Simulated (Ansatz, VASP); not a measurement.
# InSb in VASP and in Ansatz

```xyz
4
Lattice="5.4275 0.0000 0.0000 0.0000 5.7872 0.0000 0.0000 0.0000 3.1033" Properties=species:S:1:pos:R:3 pbc="T T T"
In    0.0000    0.0000    0.0000
In    2.7137    2.8936    0.0000
Sb    2.7137    0.0000    2.5913
Sb    0.0000    2.8936    0.5120
```

Change from the starting cell: volume scaled by 1.04, crystal datasets.

Alike in both runs: task electric field gradients; functional LDA; k mesh 6 × 6 × 11; occupations fermi-dirac, width 0.08 eV; no spin polarisation.

|  | VASP | Ansatz |
| --- | --- | --- |
| version | VASP 6.6.1 | Ansatz 0.2.0 |
| potentials or method | VASP PAW LDA potentials, release 64 (In_d, Sb), cutoff 520 eV | all-electron PAW with datasets made for the crystal, scalar-relativistic |

```csv
,VASP,Ansatz,Ansatz less VASP
pressure (GPa),7.8,7.6,-0.21
"traceless stress, the component that is largest in VASP (GPa)",9.60,9.55,-0.055
rms of the force components (eV/Å),0.228,0.226,-0.0018
size of Vzz on the site where it differs most (V/Å²),82.6,72.8,-9.75
```

LDA's correlation is that of Perdew and Zunger in VASP and of Perdew and Wang (1992) in Ansatz. Atom by atom the forces differ by 0.002 eV/Å (rms over components). Ansatz ran all-electron here, and VASP with PAW potentials.

Neither program's run includes spin-orbit coupling.
